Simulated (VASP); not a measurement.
# Mn (Im-3m) in VASP: further runs, part 2 of 2

VASP 6.6.1. Earlier steps stand in the parts before.

## (4) Relaxation of cell and atoms, PBE, collinear spin, ferromagnetic start

This run uses another cell than the first one, of 14.33 Å³/atom.

INCAR

```
SYSTEM = Mn
  PREC = Accurate
  ENCUT = 500
  EDIFF = 1E-7
  ISMEAR = 0
  SIGMA = 0.1
  LREAL = .FALSE.
  LASPH = .TRUE.
  NELM = 200
  ALGO = Normal
  ISIF = 3
  LWAVE = .FALSE.
  LCHARG = .FALSE.
  ISPIN = 2
  MAGMOM = 1.54
  LORBIT = 11
  LMAXMIX = 4
  GGA = PE
  IBRION = 2
  NSW = 90
  EDIFFG = -0.04
  GGA_COMPAT = .FALSE.
  NELMIN = 4
```

KPOINTS

```
regular mesh
0
G
  8 8 8
  0 0 0
```

POSCAR

```
Mn
1.0
   -1.5300022839      1.5300022839      1.5300022839
    1.5300022839     -1.5300022839      1.5300022839
    1.5300022839      1.5300022839     -1.5300022839
Mn
1
Direct
    0.0000000000      0.0000000000      0.0000000000
```

Potentials or basis: VASP PAW PBE potentials, release 64 (Mn_pv).

Command:

```sh
> cat potpaw_PBE.64/Mn_pv/POTCAR > POTCAR
> mpirun -np 1 vasp_std > vasp.out
```

OUTCAR:

```text
SYSTEM = Mn
   PREC = Accurate
   ENCUT = 500
   EDIFF = 1E-7
   ISMEAR = 0
   LREAL = .FALSE.
   LASPH = .TRUE.
   NELM = 200
   ISIF = 3
   ISPIN = 2
   LORBIT = 11
   GGA = PE
   IBRION = 2
   NSW = 90
   EDIFFG = -0.04
   NELMIN = 4

 ion  position               nearest neighbor table
   1  0.000  0.000  0.000-

  LATTYP: Found a body centered cubic cell.
 ALAT       =     3.0600045678

  Lattice vectors:

 A1 = (  -1.5300022839,   1.5300022839,   1.5300022839)
 A2 = (   1.5300022839,  -1.5300022839,   1.5300022839)
 A3 = (   1.5300022839,   1.5300022839,  -1.5300022839)

Analysis of symmetry for initial positions (statically):
=====================================================================
 Subroutine PRICEL returns:
 Original cell was already a primitive cell.

 Routine SETGRP: Setting up the symmetry group for a
 body centered cubic supercell.

 Subroutine GETGRP returns: Found 48 space group operations
 (whereof 48 operations were pure point group operations)
 out of a pool of 48 trial point group operations.

The static configuration has the point symmetry O_h .

Analysis of symmetry for dynamics (positions and initial velocities):
=====================================================================
 Subroutine PRICEL returns:
 Original cell was already a primitive cell.

 Routine SETGRP: Setting up the symmetry group for a
[... 166 lines left out ...]

  energy without entropy =       -8.36557500  energy(sigma->0) =       -8.37272396

 E-fermi :   6.8354     XC(G=0): -12.3489

 val. band max:        6.8325215952   @ k =   0.5000   0.0000   0.0000
 cond. band min:       6.8474900979   @ k =   0.3750   0.1250   0.1250
 fundamental gap:      0.0149685027
 Fermi energy:         6.8353557962

 spin component 1

 k-point     1 :       0.0000    0.0000    0.0000
  band No.  band energies     occupation
      1     -41.4645      1.00000
      2     -41.4645      1.00000
      3     -41.4645      1.00000
      4      -0.1087      1.00000
      5       5.6392      1.00000
      6       5.6392      1.00000
      7       5.6392      1.00000
      8       6.6738      0.98884
      9       6.6738      0.98884
     10      28.5939      0.00000
     11      28.5939      0.00000
[... 871 lines left out ...]
--------------------------------------- Ionic step        7  -------------------------------------------

 number of electron      13.0000006 magnetization      -0.7027930

 Free energy of the ion-electron system (eV)
  ---------------------------------------------------
  ext. energy  EPLUGINS =         0.00000000
  ---------------------------------------------------
  free energy    TOTEN  =        -8.87690245 eV

  energy without entropy =       -8.86827613  energy(sigma->0) =       -8.87258929

 E-fermi :  10.6526     XC(G=0): -13.9552

 val. band max:       10.6462786110   @ k =   0.1250   0.1250   0.1250
 cond. band min:      10.6540185167   @ k =   0.1250   0.0000   0.0000
 fundamental gap:      0.0077399058
 Fermi energy:        10.6526311728

 spin component 1

 k-point     1 :       0.0000    0.0000    0.0000
  band No.  band energies     occupation
      1     -36.8588      1.00000
      2     -36.8588      1.00000
      3     -36.8588      1.00000
      4       2.1386      1.00000
      5       9.4502      1.00000
      6       9.4502      1.00000
      7       9.4502      1.00000
      8      11.5164      0.00000
      9      11.5164      0.00000
     10      34.3107      0.00000
     11      34.3107      0.00000
[... 690 lines left out ...]
  FREE ENERGIE OF THE ION-ELECTRON SYSTEM (eV)
  ---------------------------------------------------
  free  energy   TOTEN  =        -8.8769024532 eV

  energy  without entropy=       -8.8682761346  energy(sigma->0) =       -8.87258929

 reached required accuracy - stopping structural energy minimisation

 total charge

# of ion       s       p       d       tot
------------------------------------------
    1        0.414   6.400   5.141  11.955

 magnetization (x)

# of ion       s       p       d       tot
------------------------------------------
    1        0.003   0.014  -0.722  -0.705
```

It took 27 s on 1 thread of Intel Xeon 6975P-C (Granite Rapids), shared host; peak memory 0.14 GiB.

What came out:

```yaml
Free_energy: -8.8769 eV
Relaxed_volume: 10.86 Å³/atom
Relaxed_cell: a = 2.416 Å, b = 2.416 Å, c = 2.416 Å, α = 109.47°, β = 109.47°, γ = 109.47°
Space_group_after_relaxing_to_0.1_Å: Im-3m (No. 229)
Energy_gained_by_relaxing: 497.0 meV/atom
Ionic_steps: 7
Pressure_after_relaxing: 0.0 GPa
Net_moment: -0.70 μB per cell
Site_moments: Mn -0.70 μB
Valence_electrons_inside_the_program's_atomic_spheres: Mn 11.96
```

Step by step:
```
step  energy change (eV)  largest force (eV/Å)  pressure (GPa)  volume (Å³)
   1              0.0000                0.0000          -34.72        14.33
   2             -0.0283                0.0000           88.91         8.81
   3             -0.4958                0.0000           -3.05        10.99
   4             -0.4969                0.0000           -0.86        10.89
   5             -0.4970                0.0000            0.63        10.83
   6             -0.4969                0.0000           -0.83        10.89
   7             -0.4970                0.0000            0.01        10.86
```

Final structure:
```xyz
1
Lattice="-1.3950 1.3950 1.3950 1.3950 -1.3950 1.3950 1.3950 1.3950 -1.3950" Properties=species:S:1:pos:R:3 pbc="T T T"
Mn    0.0000    0.0000    0.0000
```

Caveat: the k points lie up to 0.40 Å⁻¹ apart in the final cell; the volume moved by over 15 % at a fixed basis, so the end points are rough.

## (5) Overview

| task | cell | gap on the mesh (eV) | pressure (GPa) | moment (μB) |
| --- | --- | --- | --- | --- |
| single point | a = 2.416 Å, angles 109.5°, 1 atom | none | -0.1 | 0.70 |
| single point | a = 2.650 Å, angles 109.5°, 1 atom | none | -34.7 | 1.38 |
| relaxation of cell and atoms | relaxed from a = 2.650 Å, angles 109.5°, 1 atom | none | 0.0 | 0.70 |

Alike in all rows: level PBE; potentials or basis VASP PAW PBE potentials, release 64 (Mn_pv); spin collinear, ferromagnetic start; k mesh 8 × 8 × 8; cutoff (eV) 500; smearing gaussian 0.1 eV.

Caveats: all runs use coarse meshes; the volume moved by over 15 % at a fixed basis, so the end points are rough (at least some runs).

Total energies depend on the potentials used, so only differences within one code and one set of settings carry meaning.
